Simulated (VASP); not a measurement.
Write the native input for VASP 6.6.1 that does the following.

| Quantity | Value |
| --- | --- |
| Task | single point |
| Functional | PBE |
| Potentials or basis | VASP PAW PBE potentials, release 64 (Ni, Al) |
| Cutoff | 520 eV |
| k mesh | 6 × 6 × 6 |
| Occupations | fermi-dirac, width 0.05 eV |
| Spin | collinear spin, ferromagnetic start |
| Starting moments | [1.0, 1.0, 1.0, 0.0] μB |
| Dipole correction | no |
| Further INCAR settings | ALGO = Fast; EDIFF = 1e-06; NBANDS = 28 |

The structure of AlNi3 lies in POSCAR:

```
AlNi3
1.0
    3.5230547267      0.0000000000      0.0000000000
    0.0000000000      3.5230547267      0.0000000000
    0.0000000000      0.0000000000      3.5230547267
Ni Al
3 1
Direct
    0.5000000000      0.5000000000      0.0000000000
    0.5000000000      0.0000000000      0.5000000000
    0.0000000000      0.5000000000      0.5000000000
    0.0000000000      0.0000000000      0.0000000000
```

One way to write it, as run:

INCAR

```
SYSTEM = AlNi3
PREC = Accurate
ENCUT = 520
EDIFF = 1E-6
ISMEAR = -1
SIGMA = 0.05
LREAL = .False.
LASPH = .True.
NELM = 150
ALGO = Fast
ISIF = 2
LWAVE = .False.
LCHARG = .True.
ISPIN = 2
MAGMOM = 1 1 1 0
LORBIT = 11
LMAXMIX = 4
GGA = PE
LELF = .True.
LVHAR = .True.
NBANDS = 28
```

KPOINTS

```
regular mesh
0
Gamma
  6 6 6
  0 0 0
```

Potentials or basis: VASP PAW PBE potentials, release 64 (Ni, Al).

Command:

```bash
$ cat potpaw_PBE.64/Ni/POTCAR potpaw_PBE.64/Al/POTCAR > POTCAR
$ mpirun -np 1 vasp_std > vasp.out
```

Results of the run:

The pressure is 7.3 GPa and the net moment is 0.69 μB per cell. The site moments are Ni +0.24; Al -0.01 μB and the valence electrons inside the program's atomic spheres are Ni 9.45; Al 0.82.

Caveat: the cell stands under pressure.

It took 34 s on 1 thread of Intel(R) Xeon(R) 6975P-C (Granite Rapids) (shared host), peak memory 0.19 GiB.
